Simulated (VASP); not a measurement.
Runs of VASP 6.6.1 on Fe. The structure is that of space group Pm-3m (No. 221), or close to it. The cells are those of the table. 

```csv
task,spin,cell,k mesh,cutoff (eV),smearing,gap on the mesh (eV),pressure (GPa),moment (μB)
single point,"collinear, ferromagnetic start","a = 2.444 Å, 1 atom",15 × 15 × 15,520,fermi-dirac 0.05 eV,none,-4.1,2.95
single point,off,"a = 2.239 Å, 1 atom",7 × 7 × 7,520,fermi-dirac 0.1 eV,none,1.5,-
single point,off,"a = 2.239 Å, 1 atom",23 × 23 × 23,520,fermi-dirac 0.1 eV,none,0.2,-
relaxation of cell and atoms,off,"relaxed from a = 2.334 Å, 1 atom",13 × 13 × 13,600,fermi-dirac 0.1 eV,none,-0.1,-
single point,"collinear, ferromagnetic start","a = 2.412 Å, 1 atom",21 × 21 × 21,520,fermi-dirac 0.05 eV,none,-0.2,(a)
single point,"non-collinear, zero start, SOC","a = 2.239 Å, 1 atom",14 × 14 × 14,520,fermi-dirac 0.1 eV,-,(c),0.00
single point,off,"a = 2.239 Å, 1 atom",16 × 16 × 16,520,fermi-dirac 0.1 eV,none,0.3,-
single point,off,"a = 2.297 Å, 1 atom",16 × 16 × 16,520,fermi-dirac 0.1 eV,none,-14.6,-
single point,off,"a = 2.269 Å, 1 atom",16 × 16 × 16,520,fermi-dirac 0.1 eV,none,-8.0,-
single point,off,"a = 2.209 Å, 1 atom",16 × 16 × 16,520,fermi-dirac 0.1 eV,none,(b),-
single point,"collinear, ferromagnetic start","a = 2.475 Å, 1 atom",15 × 15 × 15,520,fermi-dirac 0.05 eV,none,-7.5,2.97
single point,"collinear, ferromagnetic start","a = 2.346 Å, 1 atom",15 × 15 × 15,520,fermi-dirac 0.05 eV,none,7.7,2.67
```

Alike in all rows: level r2SCAN; potentials or basis VASP PAW PBE potentials, release 64 (Fe).

Q: Estimate the missing entries.

A: (a) 2.90; (b) 10.7; (c) 0.6.

Caveats: some runs use coarse meshes; the PAW data sets were made with another functional, which shifts forces and pressure a little.

A gap of «none» marks levels without a gap at the run's occupations.
